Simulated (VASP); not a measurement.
# W: single point with PBE+D3(BJ)

W:

```
W
1.0
    -1.56096    1.56096    1.56096
     1.56096   -1.56096    1.56096
     1.56096    1.56096   -1.56096
W
1
Direct
  0.00000 0.00000 0.00000
```

- Program: VASP 6.6.1
- Task: single point
- Functional: PBE
- Dispersion: D3(BJ)
- Potentials or basis: VASP PAW PBE potentials, release 64 (W_sv)
- Cutoff: 520 eV
- k mesh: 12 × 12 × 12
- Occupations: methfessel-paxton, width 0.1 eV
- Spin: no spin polarisation

```json
{
  "Pressure": "13.0 GPa",
  "Band gap on the k mesh": "zero (band 7 reaches 17.53 eV, above the bottom of band 8 at 10.75 eV)",
  "Dispersion energy per atom": "-0.725 eV"
}
```

Levels at points of the mesh, in eV from the Fermi level:
| k point | band 5 | band 6 | band 7 | band 8 | band 9 | band 10 |
| --- | --- | --- | --- | --- | --- | --- |
| (0.00, 0.00, 0.00) | -9.81 | -1.24 | -1.24 | -1.24 | 2.41 | 2.41 |
| (0.50, 0.00, 0.00) | -6.50 | -3.72 | 0.88 | 2.34 | 3.37 | 6.59 |
| (0.50, 0.50, 0.50) | -6.12 | -6.12 | 5.53 | 5.53 | 5.53 | 8.64 |

Run time: 6.8 s on 1 thread of Intel(R) Xeon(R) Platinum 8559C (Emerald Rapids), on a shared host, peak memory 0.14 GiB.

Caveat: three body term missing; spin-orbit coupling is left out, which moves the levels of the heavy elements; pairwise dispersion overbinds metals, which lowers pressure and volume.
